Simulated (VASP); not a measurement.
A run of VASP 6.6.1:

The input INCAR:

```
SYSTEM = HfC
PREC = Accurate
ENCUT = 600
EDIFF = 1E-7
ISMEAR = 0
SIGMA = 0.1
LREAL = .FALSE.
LASPH = .TRUE.
NELM = 80
ALGO = Normal
ISIF = 3
LWAVE = .FALSE.
LCHARG = .FALSE.
GGA = PE
IBRION = 2
NSW = 90
EDIFFG = -0.04
```

File KPOINTS:

```
regular mesh
0
G
  6 6 6
  0 0 0
```

Contents of POSCAR:

```
HfC
1.0
    3.1845340600      0.0000000000      0.0000000000
    0.0000000000      3.1845340600      0.0000000000
    0.0000000000      0.0000000000      3.2631663428
Hf C
1 1
Direct
    0.0000000000      0.0000000000      0.0000000000
    0.5000000000      0.5000000000      0.0000000000
```

Potentials or basis: VASP PAW PBE potentials, release 64 (Hf_pv, C).

Run with:

```bash
$ cat potpaw_PBE.64/Hf_pv/POTCAR potpaw_PBE.64/C/POTCAR > POTCAR
$ mpirun -np 1 vasp_std > vasp.out
```

Hardware: 1 thread of Intel(R) Xeon(R) Platinum 8259CL CPU @ 2.50GHz (Skylake/Cascade Lake) (shared host).

How long does it take, and how much memory?

It took 21 s on 1 thread of Intel(R) Xeon(R) Platinum 8259CL CPU @ 2.50GHz (Skylake/Cascade Lake), with other jobs on the host, peak memory 0.17 GiB. Counts: scf iterations 16, k points 40, ion steps 1.
